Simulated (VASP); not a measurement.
AlRu: single point with PBEsol

Crystal: AlRu.

```
Al Ru
1.0
     2.97631    0.00000    0.00000
     0.00000    2.97631    0.00000
     0.00000    0.00000    2.97631
Al Ru
1 1
Direct
  0.00000 0.00000 0.00000
  0.50000 0.50000 0.50000
```

- Program: VASP 6.6.1
- Task: single point
- Functional: PBEsol
- Potentials or basis: VASP PAW PBE potentials, release 64 (Al, Ru_pv)
- Cutoff: 520 eV
- k mesh: 14 × 14 × 14
- Occupations: gaussian, width 0.1 eV
- Spin: no spin polarisation
- Dipole correction: no
- Further INCAR settings: ALGO = Normal; EDIFF = 1e-06; NBANDS = 16

```json
{
  "Pressure": "0.1 GPa",
  "Band gap on the k mesh": "zero (an odd number of electrons rules out a gap without spin polarisation)"
}
```

Levels at points of the mesh, in eV from the Fermi level:
| k point | band 7 | band 8 | band 9 | band 10 | band 11 | band 12 |
| --- | --- | --- | --- | --- | --- | --- |
| (0.00, 0.00, 0.00) | 0.20 | 0.20 | 0.20 | 6.15 | 6.15 | 6.15 |
| (0.50, 0.00, 0.00) | -1.63 | -1.63 | 0.46 | 2.34 | 7.44 | 11.08 |
| (0.50, 0.50, 0.00) | -1.38 | -1.19 | -1.19 | 1.57 | 5.38 | 6.44 |
| (0.50, 0.50, 0.50) | 1.67 | 1.67 | 2.70 | 4.14 | 4.14 | 4.14 |

Run time: 36 s on 1 thread of Intel Xeon 8259CL, with other jobs on the host, peak memory 0.18 GiB.

Caveat: the PAW data sets were made with another functional, which shifts forces and pressure a little.
